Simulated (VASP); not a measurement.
Input of a VASP 6.6.1 run:

File INCAR:

```
SYSTEM = Mo2SeS3
PREC = Accurate
ENCUT = 600
EDIFF = 1E-6
ISMEAR = 0
SIGMA = 0.02
LREAL = .FALSE.
LASPH = .TRUE.
NELM = 100
ALGO = Normal
ISIF = 3
LWAVE = .FALSE.
LCHARG = .FALSE.
GGA = CA
IBRION = 2
NSW = 100
EDIFFG = -0.002
```

Contents of KPOINTS:

```
Automatic mesh
0
G
  12 12 4
  0 0 0
```

POSCAR

```
Mo2SeS3
1.0
    3.1528096781      0.0000000000      0.0000000000
   -1.5764048390      2.7304132745      0.0000000000
    0.0000000000      0.0000000000     12.2457490277
Mo Se S
2 1 3
Direct
    0.6666666667      0.3333333333      0.2472087824
    0.3333333333      0.6666666667      0.7576376054
    0.6666666667      0.3333333333      0.6183610549
    0.3333333333      0.6666666667      0.3732222470
    0.6666666667      0.3333333333      0.8825835972
    0.3333333333      0.6666666667      0.1209867131
```

Potentials or basis: VASP PAW LDA potentials, release 64 (Mo_sv, Se, S).

The run is started by

```sh
$ cat potpaw_LDA.64/Mo_sv/POTCAR potpaw_LDA.64/Se/POTCAR potpaw_LDA.64/S/POTCAR > POTCAR
$ mpirun -np 1 vasp_std > vasp.out
```

Task: What does it give for the band gap on the k mesh?

Result: 0.67 eV, indirect (least direct gap 1.41 eV).

Task: Predict the relaxed cell.

Result: a = 3.155 Å, b = 3.155 Å, c = 12.237 Å, α = 90.00°, β = 90.00°, γ = 120.00°.

Task: Estimate the space group after relaxing (to 0.05 Å).

Result: P3m1 (No. 156).

Task: What does it give for the relaxed volume?

Result: 17.58 Å³/atom.

Step by step:
```tsv
step	energy change (eV)	largest force (eV/Å)	pressure (GPa)	volume (Å³)
1	0.0000	0.0748	0.20	105.42
2	0.0002	0.0747	-0.40	105.75
3	-0.0002	0.0180	-0.04	105.55
4	-0.0002	0.0176	0.03	105.52
5	-0.0002	0.0130	0.02	105.53
6	-0.0002	0.0125	0.01	105.53
7	-0.0002	0.0130	0.01	105.53
8	-0.0002	0.0050	-0.02	105.54
9	-0.0002	0.0046	-0.02	105.54
10	-0.0002	0.0042	-0.02	105.54
11	-0.0002	0.0072	-0.01	105.51
12	-0.0002	0.0161	0.06	105.44
13	-0.0002	0.0104	0.03	105.49
14	-0.0002	0.0089	0.03	105.50
15	-0.0002	0.0083	0.03	105.51
16	-0.0002	0.0080	0.01	105.51
17	-0.0002	0.0070	-0.01	105.51
18	-0.0002	0.0054	0.00	105.49
19	-0.0002	0.0076	0.00	105.45
20	-0.0002	0.0068	0.01	105.46
21	-0.0002	0.0053	0.00	105.47
22	-0.0002	0.0063	-0.01	105.47
23	-0.0002	0.0071	-0.02	105.46
24	-0.0002	0.0068	0.00	105.46
25	-0.0002	0.0033	0.00	105.45
26	-0.0002	0.0120	0.03	105.43
27	-0.0002	0.0045	0.03	105.44
28	-0.0002	0.0036	0.02	105.45
29	-0.0002	0.0035	0.01	105.45
30	-0.0002	0.0030	0.01	105.45
31	-0.0002	0.0018	0.01	105.46
```

A k mesh can miss the band edges. A hybrid or GW would open this gap; LDA tends to underestimate it.
